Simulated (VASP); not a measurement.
Here is a VASP 6.6.1 calculation.

The input POSCAR:

```
Cd
1.0
    0.0000000000      2.2141130391      2.2141130391
    2.2141130391      0.0000000000      2.2141130391
    2.2141130391      2.2141130391      0.0000000000
Cd
1
Direct
    0.0000000000      0.0000000000      0.0000000000
```

The input INCAR.step1:

```
SYSTEM = Cd
ALGO = Normal
EDIFF = 1E-4
ENCUT = 520
GGA = PE
ISMEAR = -1
LASPH = .TRUE.
LCHARG = .FALSE.
LREAL = .FALSE.
LWAVE = .TRUE.
NBANDS = 12
NELM = 80
PREC = Accurate
SIGMA = 0.1
```

Contents of INCAR.step2:

```
SYSTEM = Cd
ALGO = Normal
EDIFF = 1E-7
ENCUT = 520
ISIF = 2
ISMEAR = -1
ISTART = 1
LASPH = .TRUE.
LCHARG = .FALSE.
LMIXTAU = .TRUE.
LREAL = .FALSE.
LWAVE = .FALSE.
METAGGA = R2SCAN
NBANDS = 12
NELM = 80
PREC = Accurate
SIGMA = 0.1
```

File KPOINTS:

```
k-points
0
G
  13 13 13
  0 0 0
```

Potentials or basis: VASP PAW PBE potentials, release 64 (Cd).

Run with:

```sh
$ cat potpaw_PBE.64/Cd/POTCAR > POTCAR
$ cp INCAR.step1 INCAR
$ mpirun -np 1 vasp_std > vasp.out
$ cp INCAR.step2 INCAR
$ mpirun -np 1 vasp_std > vasp.out
```

**Question.** Estimate the pressure.

**Answer.** 0.3 GPa.

**Question.** Estimate the band gap on the k mesh.

**Answer.** Zero (bands 6 and 7 overlap by 2.19 eV).

Caveat: the PAW data sets were made with another functional, which shifts forces and pressure a little.
